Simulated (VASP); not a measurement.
Write the native input for VASP 6.6.1 that does the following.

```yaml
Task: single point
Functional: PBE
Potentials_or_basis: VASP PAW PBE potentials, release 64 (Sb)
Cutoff: 520 eV
k_mesh: 9 × 9 × 9
Occupations: fermi-dirac, width 0.05 eV
Spin: non-collinear spin, zero start, spin-orbit coupling
Starting_moments: "[[0.0, 0.0, 0.0]] μB"
Dipole_correction: no
Further_INCAR_settings: ALGO = Normal; EDIFF = 1e-06; NBANDS = 16
```

The structure of Sb lies in POSCAR:

```
Sb
1.0
   -1.5765401831      1.5765401831      2.7119384313
    1.5765401831     -1.5765401831      2.7119384313
    1.5765401831      1.5765401831     -2.7119384313
Sb
1
Direct
    0.0000000000      0.0000000000      0.0000000000
```

One way to write it, as run:

INCAR

```
SYSTEM = Sb
PREC = Accurate
ENCUT = 520
EDIFF = 1E-6
ISMEAR = -1
SIGMA = 0.05
LREAL = .FALSE.
LASPH = .TRUE.
NELM = 150
ALGO = Normal
ISIF = 2
LWAVE = .FALSE.
LCHARG = .FALSE.
MAGMOM = 0 0 0
LORBIT = 11
LSORBIT = .TRUE.
GGA_COMPAT = .FALSE.
LORBMOM = .TRUE.
GGA = PE
NBANDS = 16
```

KPOINTS

```
regular mesh
0
G
  9 9 9
  0 0 0
```

Potentials or basis: VASP PAW PBE potentials, release 64 (Sb).

Command:

```bash
$ cat potpaw_PBE.64/Sb/POTCAR > POTCAR
$ mpirun -np 1 vasp_ncl > vasp.out
```

Results of the run:

The pressure is 2.0 GPa and the net moment is 0.00 μB per cell. The valence electrons inside the program's atomic spheres are Sb 2.35.

It took 58 s on 1 thread of Intel(R) Xeon(R) Platinum 8375C CPU @ 2.90GHz (Ice Lake), with other jobs on the host, peak memory 0.26 GiB.
